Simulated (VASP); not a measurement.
# Hg (Pm-3m) in VASP: single point with r2SCAN

Aim: the single point of Hg with r2SCAN.

Everything below comes from runs of VASP 6.6.1. Logs are shortened: lines on timing, memory, paths and dates and some standing lists are left out, and cuts for length are marked.

### Step 1. The cell of the first run

It takes space group Pm-3m (No. 221, cubic). The conventional cell has a = 3.096 Å, b = 3.096 Å, c = 3.096 Å, α = 90.00°, β = 90.00°, γ = 90.00°. Within 4.1 Å of Hg (site symmetry m-3m) lie 6 Hg at 3.10 Å.

### Step 2. Single point, r2SCAN

The input, POSCAR:

```
Hg
1.0
    3.0955948737      0.0000000000      0.0000000000
    0.0000000000      3.0955948737      0.0000000000
    0.0000000000      0.0000000000      3.0955948737
Hg
1
Direct
    0.5000000000      0.5000000000      0.5000000000
```

The input, INCAR.step1:

```
SYSTEM = Hg
PREC = Accurate
ENCUT = 520
ISMEAR = 0
SIGMA = 0.1
LREAL = .FALSE.
LASPH = .TRUE.
NELM = 100
NBANDS = 12
GGA = PE
ALGO = Normal
EDIFF = 1E-4
LWAVE = .TRUE.
LCHARG = .FALSE.
```

The input, INCAR.step2:

```
SYSTEM = Hg
PREC = Accurate
ENCUT = 520
EDIFF = 1E-7
ISMEAR = 0
SIGMA = 0.1
LREAL = .FALSE.
LASPH = .TRUE.
NELM = 100
ALGO = Normal
ISIF = 2
LWAVE = .FALSE.
LCHARG = .FALSE.
METAGGA = R2SCAN
LMIXTAU = .TRUE.
NBANDS = 12
ISTART = 1
```

The input, KPOINTS:

```
regular mesh
0
G
  18 18 18
  0 0 0
```

Potentials or basis: VASP PAW PBE potentials, release 64 (Hg).

The run is started by

```
> cat potpaw_PBE.64/Hg/POTCAR > POTCAR
> cp INCAR.step1 INCAR
> mpirun -np 1 vasp_std > vasp.out
> cp INCAR.step2 INCAR
> mpirun -np 1 vasp_std > vasp.out
```

OUTCAR:

```text
SYSTEM = Hg
   PREC = Accurate
   ENCUT = 520
   EDIFF = 1E-7
   ISMEAR = 0
   LREAL = .FALSE.
   LASPH = .TRUE.
   NELM = 100
   ISIF = 2
   METAGGA = R2SCAN
   ISTART = 1

 ion  position               nearest neighbor table
   1  0.500  0.500  0.500-

  LATTYP: Found a simple cubic cell.
 ALAT       =     3.0955948737

  Lattice vectors:

 A1 = (   3.0955948737,   0.0000000000,   0.0000000000)
 A2 = (   0.0000000000,   3.0955948737,   0.0000000000)
 A3 = (   0.0000000000,   0.0000000000,   3.0955948737)

Analysis of symmetry for initial positions (statically):
=====================================================================
 Subroutine PRICEL returns:
 Original cell was already a primitive cell.

 Routine SETGRP: Setting up the symmetry group for a
 simple cubic supercell.

 Subroutine GETGRP returns: Found 48 space group operations
 (whereof 48 operations were pure point group operations)
 out of a pool of 48 trial point group operations.

The static configuration has the point symmetry O_h .

Analysis of symmetry for dynamics (positions and initial velocities):
=====================================================================
 Subroutine PRICEL returns:
 Original cell was already a primitive cell.

 Routine SETGRP: Setting up the symmetry group for a
 simple cubic supercell.

 Subroutine GETGRP returns: Found 48 space group operations
 (whereof 48 operations were pure point group operations)
 out of a pool of 48 trial point group operations.

The dynamic configuration has the point symmetry O_h .

 Subroutine INISYM returns: Found 48 space group operations
 (whereof 48 operations are pure point group operations),
 and found     1 'primitive' translations

----------------------------------------------------------------------------------------

                                     Primitive cell

  volume of cell :      29.6642

  direct lattice vectors                    reciprocal lattice vectors
     3.095594874  0.000000000  0.000000000     0.323039687  0.000000000  0.000000000
     0.000000000  3.095594874  0.000000000     0.000000000  0.323039687  0.000000000
     0.000000000  0.000000000  3.095594874     0.000000000  0.000000000  0.323039687

  length of vectors
     3.095594874  3.095594874  3.095594874     0.323039687  0.323039687  0.323039687

  position of ions in fractional coordinates (direct lattice)
     0.500000000  0.500000000  0.500000000

  ion indices of the primitive-cell ions
   primitive index   ion index
                 1           1

----------------------------------------------------------------------------------------

 KPOINTS: regular mesh

Automatic generation of k-mesh.
 Grid dimensions read from file:
 generate k-points for:   18   18   18

 Generating k-lattice:

  Cartesian coordinates                     Fractional coordinates (reciprocal lattice)
     0.017946649  0.000000000  0.000000000     0.055555556  0.000000000  0.000000000
     0.000000000  0.017946649  0.000000000     0.000000000  0.055555556  0.000000000
     0.000000000  0.000000000  0.017946649     0.000000000  0.000000000  0.055555556

  Length of vectors
     0.017946649  0.017946649  0.017946649

  Shift w.r.t. Gamma in fractional coordinates (k-lattice)
     0.000000000  0.000000000  0.000000000

 Subroutine IBZKPT returns following result:
 ===========================================

 Found    220 irreducible k-points:

 Following reciprocal coordinates:
            Coordinates               Weight
  0.000000  0.000000  0.000000      1.000000
  0.055556  0.000000  0.000000      6.000000
  0.111111  0.000000  0.000000      6.000000
  0.166667  0.000000  0.000000      6.000000
  0.222222  0.000000  0.000000      6.000000
  0.277778  0.000000  0.000000      6.000000
[... 16 lines left out ...]
  0.277778  0.111111  0.000000     24.000000
  0.333333  0.111111  0.000000     24.000000
 [... further k-points ...]
   k-points           NKPTS =    220   k-points in BZ     NKDIM =    220   number of bands    NBANDS=     12
   number of dos      NEDOS =    301   number of ions     NIONS =      1
   total plane-waves  NPLWV =  13824
   dimension x,y,z NGX =    24 NGY =   24 NGZ =   24
   dimension x,y,z NGXF=    48 NGYF=   48 NGZF=   48
   ions per type =               1
   NGX,Y,Z   is equivalent  to a cutoff of  12.89, 12.89, 12.89 a.u.
   NGXF,Y,Z  is equivalent  to a cutoff of  25.78, 25.78, 25.78 a.u.
 SYSTEM =  Hg
   PREC   = accura    normal or accurate (medium, high low for compatibility)
   ISTART =      1    job   : 0-new  1-cont  2-samecut
   ICHARG =      0    charge: 1-file 2-atom 10-const
   ISPIN  =      1    spin polarized calculation?
   LNONCOLLINEAR =      F non collinear calculations
   LSORBIT =      F    spin-orbit coupling
   LASPH  =      T    aspherical Exc in radial PAW
   ENCUT  =  520.0 eV  38.22 Ry    6.18 a.u.   5.76  5.76  5.76*2*pi/ulx,y,z
   NELM   =    100;   NELMIN=  2; NELMDL=  0     # of ELM steps
   EDIFF  = 0.1E-06   stopping-criterion for ELM
   LREAL  =      F    real-space projection
   EDIFFG = 0.1E-05   stopping-criterion for IOM
   NSW    =      0    number of steps for IOM
   IBRION =     -1    ionic relax: 0-MD 1-quasi-New 2-CG
   NFREE  =      0    steps in history (QN), initial steepest desc. (CG)
   ISIF   =      2    stress and relaxation
   ISYM   =      2    0-nonsym 1-usesym 2-fastsym
   POTIM  = 0.5000    time-step for ionic-motion
   TEBEG  =    0.0;   TEEND  =   0.0 temperature during run
   PSTRESS=    0.0 pullay stress
   NELECT =      12.0000    total number of electrons
   NUPDOWN=      -1.0000    fix difference up-down
   EMIN   =  10.00;   EMAX   =-10.00  energy-range for DOS
   EFERMI =   0.00;   METHOD = LEGACY
   ISMEAR =     0;   SIGMA  =   0.10  broadening in eV -4-tet -1-fermi 0-gaus
   EFERMI_NEDOS =   21; number of points for ismear=-14 and -15
   IALGO  =     38    algorithm
   IMIX   =      4    mixing-type and parameters
     AMIX     =   0.40;   BMIX     =  1.00
     AMIX_MAG =   1.60;   BMIX_MAG =  1.00
  volume/ion in A,a.u.               =      29.66       200.18
  Fermi-wavevector in a.u.,A,eV,Ry     =   1.210759  2.288003 19.945297  1.465938
  Thomas-Fermi vector in A             =   2.346296
   LORBIT       =      0    0 simple, 1 ext, 2 COOP (PROOUT), +10 PAW based schemes
   METAGGA = R2SCAN    functional components
   LHFCALC =     F    Hartree Fock is set to
   AEXX    =    0.0000 exact exchange contribution
   IVDW    =     0    specifies the selected vdW correction
   LEPSILON=     F    determine dielectric tensor
   LRPA    =     F    only Hartree local field effects (RPA)
 non-spin polarized calculation
 Gauss-broadening in eV      SIGMA  =   0.10
  energy-cutoff  :      520.00
  volume of cell :       29.66
 maximum number of plane-waves:       840
 NGX is ok and might be reduce to    24
   NGX = 11   NGY = 11   NGZ = 11

 number of electron      11.9999995 magnetization

 Free energy of the ion-electron system (eV)
  ---------------------------------------------------
  ext. energy  EPLUGINS =         0.00000000
  ---------------------------------------------------
  free energy    TOTEN  =       -49.34099798 eV

  energy without entropy =      -49.33941439  energy(sigma->0) =      -49.34020619

 E-fermi :   1.1841     XC(G=0): -10.1090

 val. band max:        1.1593396981   @ k =   0.5000   0.1667   0.1667
 cond. band min:       1.1845742392   @ k =   0.4444   0.1667   0.0556
 fundamental gap:      0.0252345411
 Fermi energy:         1.1841399637

 k-point     1 :       0.0000    0.0000    0.0000
  band No.  band energies     occupation
      1      -6.8161      2.00000
      2      -6.8161      2.00000
      3      -6.7684      2.00000
      4      -5.0496      2.00000
      5      -5.0496      2.00000
      6      -5.0496      2.00000
      7      11.0719      0.00000
      8      11.0719      0.00000
      9      11.0719      0.00000
     10      14.2272      0.00000
     11      16.2557      0.00000
     12      16.2557      0.00000

 k-point     2 :       0.0556    0.0000    0.0000
  band No.  band energies     occupation
      1      -6.8117      2.00000
      2      -6.7957      2.00000
      3      -6.7020      2.00000
      4      -5.0673      2.00000
      5      -5.0673      2.00000
      6      -5.0481      2.00000
      7      10.3820      0.00000
      8      11.1472      0.00000
      9      11.1472      0.00000
     10      14.5574      0.00000
     11      16.2480      0.00000
     12      16.7076      0.00000

 k-point     3 :       0.1111    0.0000    0.0000
  band No.  band energies     occupation
      1      -6.7993      2.00000
      2      -6.7597      2.00000
      3      -6.4800      2.00000
      4      -5.1180      2.00000
      5      -5.1180      2.00000
      6      -5.0438      2.00000
      7       9.0068      0.00000
      8      11.3694      0.00000
      9      11.3694      0.00000
     10      14.9108      0.00000
     11      16.2249      0.00000
     12      18.0048      0.00000
[... 286 lines left out ...]
 k-point    23 :       0.2778    0.1111    0.0000
  band No.  band energies     occupation
      1      -6.6738      2.00000
      2      -6.4021      2.00000
      3      -5.5351      2.00000
      4      -5.3736      2.00000
      5      -5.0856      2.00000
      6      -4.7524      2.00000
      7       4.7179      0.00000
      8      10.5171      0.00000
      9      13.0704      0.00000
     10      15.9710      0.00000
     11      17.2002      0.00000
     12      20.2471      0.00000

 k-point    24 :       0.3333    0.1111    0.0000
  band No.  band energies     occupation
      1      -6.6456      2.00000
      2      -6.3380      2.00000
      3      -5.6061      2.00000
      4      -5.4607      2.00000
      5      -5.0768      2.00000
      6      -4.0117      2.00000
      7       3.2933      0.00000
      8      11.0933      0.00000
      9      13.6886      0.00000
     10      16.0487      0.00000
     11      16.4864      0.00000
     12      20.1996      0.00000

 [... further k-points ...]
[... 5 lines left out ...]
  --------------------------------------------------------------------------------------
  -------------------------------------------------------------------------------------
  Total       -0.2561050     -0.2561050     -0.2561050      0.0000000     -0.0000000     -0.0000000
  in kB      -13.8323577    -13.8323577    -13.8323577      0.0000000     -0.0000000     -0.0000000
  external PRESSURE =     -13.8323577 kB  Pullay stress =       0.0000000 kB

 VOLUME and BASIS-vectors are now :
 -----------------------------------------------------------------------------
  energy-cutoff  :      520.00
  volume of cell :       29.66
      direct lattice vectors                 reciprocal lattice vectors
     3.095594874  0.000000000  0.000000000     0.323039687  0.000000000  0.000000000
     0.000000000  3.095594874  0.000000000     0.000000000  0.323039687  0.000000000
     0.000000000  0.000000000  3.095594874     0.000000000  0.000000000  0.323039687

 POSITION                                       TOTAL-FORCE (eV/Angst)
 -----------------------------------------------------------------------------------
      1.54780      1.54780      1.54780         0.000000      0.000000      0.000000
 -----------------------------------------------------------------------------------
    total drift:                                0.000000     -0.000000     -0.000000

  FREE ENERGIE OF THE ION-ELECTRON SYSTEM (eV)
  ---------------------------------------------------
  free  energy   TOTEN  =       -49.3409979785 eV

  energy  without entropy=      -49.3394143944  energy(sigma->0) =      -49.34020619
```

Wall time 2.8 min (1 thread of Intel Xeon Platinum 8375C at 2.90GHz (Ice Lake), shared host); peak memory 0.2 GiB.

Results:

```
Free energy            : -49.3410 eV
Pressure               : -1.4 GPa
Band gap on the k mesh : zero (band 6 reaches 5.00 eV, above the bottom of band 7 at -0.09 eV)
```

Levels at points of the mesh, in eV from the Fermi level:
| k point | band 2 | band 3 | band 4 | band 5 | band 6 | band 7 | band 8 | band 9 | band 10 | band 11 |
| --- | --- | --- | --- | --- | --- | --- | --- | --- | --- | --- |
| (0.00, 0.00, 0.00) | -8.00 | -7.95 | -6.23 | -6.23 | -6.23 | 9.89 | 9.89 | 9.89 | 13.04 | 15.07 |
| (0.50, 0.00, 0.00) | -7.60 | -6.78 | -6.78 | -6.18 | -3.07 | -1.27 | 13.44 | 13.44 | 14.73 | 15.07 |
| (0.50, 0.50, 0.00) | -7.58 | -6.70 | -6.70 | -5.70 | 0.18 | 1.73 | 1.73 | 7.32 | 17.81 | 17.81 |
| (0.50, 0.50, 0.50) | -7.54 | -7.54 | -5.67 | -5.67 | 3.81 | 4.76 | 4.76 | 4.76 | 8.97 | 11.09 |

Caveat: the PAW data sets were made with another functional, which shifts forces and pressure a little; spin-orbit coupling is left out, which moves the levels of the heavy elements.
